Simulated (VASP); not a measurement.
Write the native input for VASP 6.6.1 that does the following.

* Task: single point
* Functional: PBEsol
* Potentials or basis: VASP PAW PBE potentials, release 64 (As, Nb_sv)
* Cutoff: 520 eV
* k mesh: 11 × 8 × 1
* Occupations: gaussian, width 0.1 eV
* Spin: no spin polarisation
* Dipole correction: yes
* Further INCAR settings: ALGO = Fast; EDIFF = 1e-07; NBANDS = 58; ISYM = 0

The structure of NbAs2 lies in POSCAR:

```
NbAs2
1.0
    3.3613228709      0.0000000000      0.0000000000
   -1.6806614354      4.6665248491      0.0000000000
    0.0000000000      0.0000000000     26.6759908888
As Nb
8 4
Direct
    0.5565815607      0.0764959657      0.2811516930
    0.2973273578      0.5579875601      0.2955107376
    0.9922286134      0.9477911847      0.3878079883
    0.2703000731      0.5039341040      0.4427533827
    0.9652024421      0.8937377286      0.5350506334
    0.7059482393      0.3752293230      0.5494096780
    0.4008494949      0.7650329476      0.6417069287
    0.6789209545      0.3211758669      0.6966523232
    0.7081597878      0.3796527733      0.3656120044
    0.5543696588      0.0720725154      0.4649493666
    0.1167806692      0.1968945362      0.6195109449
    0.9629905402      0.8893142783      0.7188483070
```

One way to write it, as run:

INCAR

```
SYSTEM = NbAs2
PREC = Accurate
ENCUT = 520
EDIFF = 1E-7
ISMEAR = 0
SIGMA = 0.1
LREAL = .False.
LASPH = .True.
NELM = 100
ALGO = Fast
ISIF = 2
LWAVE = .False.
LCHARG = .False.
LDIPOL = .True.
IDIPOL = 3
DIPOL = 0.5 0.5 0.500
GGA = PS
NBANDS = 58
ISYM = 0
```

KPOINTS

```
regular mesh
0
Gamma
  11 8 1
  0 0 0
```

Potentials or basis: VASP PAW PBE potentials, release 64 (As, Nb_sv).

The run is started by

```sh
$ cat potpaw_PBE.64/As/POTCAR potpaw_PBE.64/Nb_sv/POTCAR > POTCAR
$ mpirun -np 1 vasp_std > vasp.out
```

Results of the run:

The largest force is 1.473 eV/Å and the band gap on the k mesh is zero (bands 46 and 47 overlap by 0.46 eV).

Caveat: the PAW data sets were made with another functional, which shifts forces and pressure a little.

Wall time 2.1 h on 1 thread of Oxide Virtual Turin-like Processor, with other jobs on the host, peak memory 1 GiB.
